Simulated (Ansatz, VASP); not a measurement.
Cd in VASP and in Ansatz

INCAR

```
PREC = Accurate ; ENCUT = 520
EDIFF = 1E-6 ; ISMEAR = -5
SIGMA = 0.05 ; LREAL = False
LASPH = True ; NELM = 150
ALGO = Normal ; ISIF = 2
LWAVE = False ; LCHARG = False
LNONCOLLINEAR = True ; MAGMOM = 0 0 0.5
LORBIT = 11 ; GGA = PS
NBANDS = 23
```

File KPOINTS:

```
regular mesh
0
Gamma
  10 10 10
```

POSCAR

```
Cd
1.0
   -1.8078026137      1.8078026137      1.8078026137
    1.8078026137     -1.8078026137      1.8078026137
    1.8078026137      1.8078026137     -1.8078026137
Cd
1
Direct
    0.0000000000      0.0000000000      0.0000000000
```

Contents of input.yaml:

```yaml
crystal:
  lattice:
    - [-1.8078026137, 1.8078026137, 1.8078026137]
    - [1.8078026137, -1.8078026137, 1.8078026137]
    - [1.8078026137, 1.8078026137, -1.8078026137]
  atoms:
    - { symbol: Cd, position: [0.0, 0.0, 0.0], spin: 0.5, spin_axis: [0.0, 0.0, 0.5] }
hamiltonian:
  xc: pbesol
  pseudopotentials: { kind: paw, accuracy: stringent, xc_functional: pbe }
magnetization:
  noncollinear: true
  spin_orbit: false
kpoints:
  mp_grid: { grid: [10, 10, 10] }
scf:
  occupations: { method: tetrahedron }
output:
  forces: true
  stress: true
  write_density: true
  write_potential: true
  elf: true
  volumetric_format: npy
```

Alike in both runs: task single point; functional PBEsol; k mesh 10 × 10 × 10; occupations tetrahedron; non-collinear spin.

|  | VASP | Ansatz |
| --- | --- | --- |
| version | VASP 6.6.1 | Ansatz 0.2.0 |
| potentials or method | VASP PAW PBE potentials, release 64 (Cd) | SSSP precision PAW |
| plane-wave cutoff (eV) | 520 | 1361 |
| valence electrons in the cell | 12 | 20 |

|  | VASP | Ansatz | Ansatz less VASP |
| --- | --- | --- | --- |
| gap on the k mesh at the Fermi level (eV) | none | none | - |
| pressure (GPa) | -3.7 | -3.9 | -0.21 |
| traceless stress, the component that is largest in VASP (GPa) | -0.37 | 0.00 | +0.374 |
| net moment per atom (μB) | 0.00 | 0.00 | 0.000 |

VASP's potentials were made for PBE, not for PBEsol. A gap of «none» marks a metal or a gap that the smearing closes. VASP's potentials hold 12 valence electrons a cell and Ansatz's 20, so a difference there can come from the potentials and not from the codes.
